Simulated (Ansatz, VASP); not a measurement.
## TiH in VASP and in Ansatz

File INCAR:

```
PREC = Accurate
ENCUT = 520
EDIFF = 1E-6
ISMEAR = 0
SIGMA = 0.15
LREAL = F
LASPH = T
NELM = 60
ALGO = Normal
ISIF = 2
LWAVE = F
LCHARG = F
NBANDS = 14
```

File KPOINTS:

```
Automatic mesh
0
Gamma
  18 18 18
```

Contents of POSCAR:

```
TiH
1.0
    0.0000000000      2.0516219871      2.0516219871
    1.9080084480      0.0000000000      2.0516219871
    1.9080084480      2.0516219871      0.0000000000
Ti H
1 1
Direct
   -0.0001909149      0.0001909149      0.0001909149
    0.5090659976      0.4909340024      0.4909340024
```

Input for Ansatz:

```yaml
crystal:
  lattice:
    - [0.0, 2.0516219871, 2.0516219871]
    - [1.908008448, 0.0, 2.0516219871]
    - [1.908008448, 2.0516219871, 0.0]
  atoms:
    - { symbol: Ti, position: [-0.0001909149, 0.0001909149, 0.0001909149] }
    - { symbol: H, position: [0.5090659976, 0.4909340024, 0.4909340024] }
basis:
  ecutwfc: 520.0
kpoints:
  mp_grid: { grid: [18, 18, 18] }
hamiltonian:
  xc: lda
scf:
  occupations: { method: gaussian, width: 0.15 }
output:
  forces: true
  stress: true
  eigenvalues: true
  write_density: true
  write_potential: true
  elf: true
  volumetric_format: npy
```

Change from the starting cell: mode 4 frozen in at -0.037 Å, normal strain along x -0.0700.

Alike in both runs: task single point; functional LDA; k mesh 18 × 18 × 18; occupations gaussian, width 0.15 eV; no spin polarisation.

|  | VASP | Ansatz |
| --- | --- | --- |
| version | VASP 6.6.1 | Ansatz 0.2.0 |
| potentials or method | VASP PAW LDA potentials, release 64 (Ti_sv, H), cutoff 520 eV | scalar-relativistic, plane waves, PAW |
| valence electrons in the cell | 13 | 13 |

VASP gave:

* gap on the k mesh at the Fermi level (eV): none
* pressure (GPa): 13.1
* traceless stress, the component that is largest in VASP (GPa): -0.60
* rms of the force components (eV/Å): 0.170

Problem. Estimate Ansatz's values.

Solution. gap on the k mesh at the Fermi level (eV): none; pressure (GPa): 13.0; traceless stress, the component that is largest in VASP (GPa): -0.63; rms of the force components (eV/Å): 0.169.

LDA's correlation is that of Perdew and Zunger in VASP and of Perdew and Wang (1992) in Ansatz. Atom by atom the forces differ by 0.000 eV/Å (rms over components). A gap of «none» marks a metal or a gap that the smearing closes.
